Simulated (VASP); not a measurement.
# MoSe (Pm-3m) in VASP: further runs, part 2 of 2

VASP 6.6.1. The steps go on from the part before.

## 4. Relaxation of cell and atoms, PBEsol

This run uses another cell than the first one, of 15.40 Å³/atom, 1.027 times its volume.

File INCAR:

```
SYSTEM = MoSe
PREC     = Accurate       ! precision mode
ENCUT    = 600            ! plane-wave cutoff, eV
EDIFF    = 1E-7           ! SCF threshold, eV
ISMEAR   = 0              ! smearing method
SIGMA    = 0.1            ! smearing width, eV
LREAL    = .FALSE.        ! projectors in reciprocal space
LASPH    = .TRUE.         ! aspherical terms in the spheres
NELM     = 100            ! most SCF steps
ALGO     = Normal         ! electronic algorithm
ISIF     = 3              ! what is computed and relaxed
LWAVE    = .FALSE.        ! write WAVECAR
LCHARG   = .FALSE.        ! write CHGCAR
GGA      = PS             ! functional
IBRION   = 2              ! ionic algorithm
NSW      = 100            ! ionic steps
EDIFFG   = -0.01          ! ionic threshold
```

File KPOINTS:

```
Automatic mesh
0
G
  14 14 14
  0 0 0
```

File POSCAR:

```
MoSe
1.0
    3.1348264954      0.0000000000      0.0000000000
    0.0000000000      3.1348264954      0.0000000000
    0.0000000000      0.0000000000      3.1348264954
Mo Se
1 1
Direct
    0.0000000000      0.0000000000      0.0000000000
    0.5000000000      0.5000000000      0.5000000000
```

The run is started by

```
> cat potpaw_PBE.64/Mo_sv/POTCAR potpaw_PBE.64/Se/POTCAR > POTCAR
> mpirun -np 1 vasp_std > vasp.out
```

It took 4.1 min on 1 thread of AMD EPYC 7R13, shared host; peak memory 0.19 GiB.

Results (log left out):

* Free energy: -15.6709 eV
* Relaxed volume: 15.04 Å³/atom
* Relaxed cell: a = 3.110 Å, b = 3.110 Å, c = 3.110 Å, α = 90.00°, β = 90.00°, γ = 90.00°
* Space group after relaxing (to 0.05 Å): Pm-3m (No. 221)
* Energy gained by relaxing: 5.6 meV/atom
* Ionic steps: 3
* Pressure after relaxing: -0.1 GPa
* Band gap on the k mesh: zero (band 10 reaches 14.10 eV, above the bottom of band 11 at 10.71 eV)

Step by step:
| step | energy change (eV) | largest force (eV/Å) | pressure (GPa) | volume (Å³) |
| --- | --- | --- | --- | --- |
| 1 | 0.0000 | 0.0000 | -4.71 | 30.81 |
| 2 | 0.0238 | 0.0000 | 9.48 | 28.83 |
| 3 | -0.0112 | 0.0000 | -0.06 | 30.07 |

Final structure:
```xyz
2
Lattice="3.1097 0.0000 0.0000 0.0000 3.1097 0.0000 0.0000 0.0000 3.1097" Properties=species:S:1:pos:R:3 pbc="T T T"
Mo    0.0000    0.0000    0.0000
Se    1.5549    1.5549    1.5549
```

Levels at points of the mesh, in eV from the Fermi level:
| k point | band 7 | band 8 | band 9 | band 10 | band 11 | band 12 | band 13 | band 14 |
| --- | --- | --- | --- | --- | --- | --- | --- | --- |
| (0.00, 0.00, 0.00) | -3.79 | -1.85 | -1.85 | -1.85 | 0.66 | 0.66 | 0.66 | 3.71 |
| (0.50, 0.00, 0.00) | -3.84 | -3.84 | -2.80 | 0.99 | 2.08 | 4.52 | 4.52 | 5.17 |
| (0.50, 0.50, 0.00) | -6.38 | -3.35 | -1.05 | -1.05 | -0.27 | 0.41 | 2.38 | 5.11 |
| (0.50, 0.50, 0.50) | -7.87 | -7.87 | 2.50 | 2.50 | 2.95 | 2.95 | 2.95 | 4.92 |

Caveat: the PAW data sets were made with another functional, which shifts forces and pressure a little.

## 5. Single point, r2SCAN, collinear spin, ferromagnetic start

File POSCAR:

```
MoSe
1.0
    3.1072324860      0.0000000000      0.0000000000
    0.0000000000      3.1072324860      0.0000000000
    0.0000000000      0.0000000000      3.1072324860
Mo Se
1 1
Direct
    0.0000000000      0.0000000000      0.0000000000
    0.5000000000      0.5000000000      0.5000000000
```

File INCAR.step1:

```
SYSTEM = MoSe
ALGO = Normal
EDIFF = 1E-4
ENCUT = 520
GGA = PE
ISMEAR = 0
ISPIN = 2
LASPH = .TRUE.
LCHARG = .FALSE.
LMAXMIX = 4
LREAL = .FALSE.
LWAVE = .TRUE.
MAGMOM = 3.5 0
NBANDS = 21
NELM = 150
PREC = Accurate
SIGMA = 0.1
```

File INCAR.step2:

```
SYSTEM = MoSe
ALGO = Normal
EDIFF = 1E-6
ENCUT = 520
ISIF = 2
ISMEAR = 0
ISPIN = 2
ISTART = 1
LASPH = .TRUE.
LCHARG = .FALSE.
LMAXMIX = 4
LMIXTAU = .TRUE.
LORBIT = 11
LREAL = .FALSE.
LWAVE = .FALSE.
MAGMOM = 3.5 0
METAGGA = R2SCAN
NBANDS = 21
NELM = 150
PREC = Accurate
SIGMA = 0.1
```

File KPOINTS:

```
k-points
0
G
  14 14 14
  0 0 0
```

The run is started by

```
> cat potpaw_PBE.64/Mo_sv/POTCAR potpaw_PBE.64/Se/POTCAR > POTCAR
> cp INCAR.step1 INCAR
> mpirun -np 1 vasp_std > vasp.out
> cp INCAR.step2 INCAR
> mpirun -np 1 vasp_std > vasp.out
```

It took 12 min on 1 thread of AMD EPYC 7R13, shared host; peak memory 0.22 GiB.

The run converged. Its results:

| Item | Value |
| --- | --- |
| Free energy | -40.1006 eV |
| Pressure | 5.9 GPa |
| Band gap on the k mesh | zero (filled and empty bands overlap) |
| Net moment | 0.00 μB per cell |
| Valence electrons inside the program's atomic spheres | Mo 12.42; Se 3.98 |

Levels at points of the mesh, in eV from the Fermi level:
Spin up:
```csv
k point,band 6,band 7,band 8,band 9,band 10,band 11,band 12,band 13,band 14,band 15
"(0.00, 0.00, 0.00)",-4.00,-4.00,-2.10,-2.10,-2.10,0.68,0.68,0.68,4.28,10.03
"(0.50, 0.00, 0.00)",-9.51,-4.11,-4.11,-3.01,1.03,2.07,4.64,4.64,5.59,6.56
"(0.50, 0.50, 0.00)",-6.76,-6.76,-3.53,-1.08,-1.08,-0.47,0.55,2.39,5.41,11.18
"(0.50, 0.50, 0.50)",-8.28,-8.28,-8.28,2.51,2.51,3.09,3.09,3.09,5.06,5.06
```
Spin down:
```csv
k point,band 8,band 9,band 10,band 11,band 12,band 13
"(0.00, 0.00, 0.00)",-2.10,-2.10,-2.10,0.68,0.68,0.68
"(0.50, 0.00, 0.00)",-4.11,-3.01,1.03,2.07,4.64,4.64
"(0.50, 0.50, 0.00)",-3.53,-1.08,-1.08,-0.47,0.55,2.39
"(0.50, 0.50, 0.50)",-8.28,2.51,2.51,3.09,3.09,3.09
```

Caveat: the PAW data sets were made with another functional, which shifts forces and pressure a little.

## 6. Overview

```tsv
task	level	spin	cell	cutoff (eV)	gap on the mesh (eV)	pressure (GPa)
single point	PBEsol	off	a = 3.107 Å, 2 atoms	520	none	0.5
single point	r2SCAN	off	a = 3.107 Å, 2 atoms	520	none	5.9
relaxation of cell and atoms	PBEsol	off	relaxed from a = 3.135 Å, 2 atoms	600	none	-0.1
single point	r2SCAN	collinear, ferromagnetic start	a = 3.107 Å, 2 atoms	520	none	5.9
```

Alike in all rows: potentials or basis VASP PAW PBE potentials, release 64 (Mo_sv, Se); k mesh 14 × 14 × 14; smearing gaussian 0.1 eV.

Every run on the cell as given and a fine mesh finds a metal. The pressure there spans 0.5 GPa (PBEsol) to 5.9 GPa (r2SCAN); a positive pressure means that this level wants a larger cell, a negative one a smaller.

Caveats: the PAW data sets were made with another functional, which shifts forces and pressure a little.

Total energies depend on the potentials used, so only differences within one code and one set of settings carry meaning.
